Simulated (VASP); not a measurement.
Wanted: the native input for a VASP 6.6.1 run.

```
Task                   : single point
Functional             : PBEsol
Potentials or basis    : VASP PAW PBE potentials, release 64 (Si)
Cutoff                 : 520 eV
k mesh                 : 8 × 8 × 8
Occupations            : gaussian, width 0.01 eV
Spin                   : no spin polarisation
Dipole correction      : no
Further INCAR settings : ALGO = Normal; EDIFF = 1e-06; NBANDS = 11
```

The structure of Si lies in POSCAR:

```
Si
1.0
    0.0000000000      2.7167280764      2.7031444360
    2.7167280764      0.0000000000      2.7031444360
    2.7167280764      2.7167280764      0.0000000000
Si
2
Direct
    0.2500000000      0.2500000000      0.2500000000
    0.0000000000      0.0000000000      0.0000000000
```

This cell differs from its parent crystal: z stretched by -0.5 %, x and y held.

These files were run (other wordings do the same):

INCAR

```
PREC     = Accurate       # precision mode
ENCUT    = 520            # plane-wave cutoff, eV
EDIFF    = 1E-6           # SCF threshold, eV
ISMEAR   = 0              # smearing method
SIGMA    = 0.01           # smearing width, eV
LREAL    = False          # projectors in reciprocal space
LASPH    = True           # aspherical terms in the spheres
NELM     = 60             # most SCF steps
ALGO     = Normal         # electronic algorithm
ISIF     = 2              # what is computed and relaxed
LWAVE    = False          # write WAVECAR
LCHARG   = False          # write CHGCAR
GGA      = PS             # functional
NBANDS   = 11             # bands
```

KPOINTS

```
Automatic mesh
0
Gamma
  8 8 8
```

Potentials or basis: VASP PAW PBE potentials, release 64 (Si).

The run is started by

```sh
$ cat potpaw_PBE.64/Si/POTCAR > POTCAR
$ mpirun -np 1 vasp_std > vasp.out
```

Results of the run:

```yaml
Pressure: 0.6 GPa
Band_gap_on_the_k_mesh: 0.44 eV, indirect (least direct gap 2.48 eV)
```

Caveat: the cell differs from its parent crystal (z stretched by -0.5 %, x and y held); the PAW data sets were made with another functional, which shifts forces and pressure a little.

Wall time 12 s on 1 thread of Intel(R) Xeon(R) 6975P-C (Granite Rapids), on a shared host, peak memory 0.16 GiB.
